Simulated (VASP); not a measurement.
Write the native input for VASP 6.6.1 that does the following.

| Quantity | Value |
| --- | --- |
| Task | single point |
| Functional | PBE |
| Potentials or basis | VASP PAW PBE potentials, release 64 (Cd, Se) |
| Cutoff | 520 eV |
| k mesh | 12 × 12 × 6 |
| Occupations | gaussian, width 0.02 eV |
| Spin | no spin polarisation |
| Dipole correction | no |
| Further INCAR settings | ALGO = Normal; EDIFF = 1e-06; NBANDS = 26 |

The structure of CdSe lies in POSCAR:

```
CdSe
1.0
    4.3833795273      0.0000000000      0.0000000000
   -2.1916897636      3.7961180251      0.0000000000
    0.0000000000      0.0000000000      7.1535456852
Cd Se
2 2
Direct
    0.3333333333      0.6666666667      0.0045810803
    0.6666666667      0.3333333333      0.5045810803
    0.3333333333      0.6666666667      0.3804189197
    0.6666666667      0.3333333333      0.8804189197
```

The input as run:

INCAR

```
SYSTEM = CdSe
ALGO     = Normal         ! electronic algorithm
EDIFF    = 1E-6           ! SCF threshold, eV
ENCUT    = 520            ! plane-wave cutoff, eV
GGA      = PE             ! functional
ISIF     = 2              ! what is computed and relaxed
ISMEAR   = 0              ! smearing method
LASPH    = .TRUE.         ! aspherical terms in the spheres
LCHARG   = .FALSE.        ! write CHGCAR
LREAL    = .FALSE.        ! projectors in reciprocal space
LWAVE    = .FALSE.        ! write WAVECAR
NBANDS   = 26             ! bands
NELM     = 100            ! most SCF steps
PREC     = Accurate       ! precision mode
SIGMA    = 0.02           ! smearing width, eV
```

KPOINTS

```
k-points
0
G
  12 12 6
  0 0 0
```

Potentials or basis: VASP PAW PBE potentials, release 64 (Cd, Se).

The run is started by

```sh
$ cat potpaw_PBE.64/Cd/POTCAR potpaw_PBE.64/Se/POTCAR > POTCAR
$ mpirun -np 1 vasp_std > vasp.out
```

It gave:

The pressure is 0.2 GPa. The band gap on the k mesh is 0.54 eV.

Wall time 100 s on 1 thread of Intel(R) Xeon(R) 6975P-C (Granite Rapids) (shared host), peak memory 0.38 GiB.
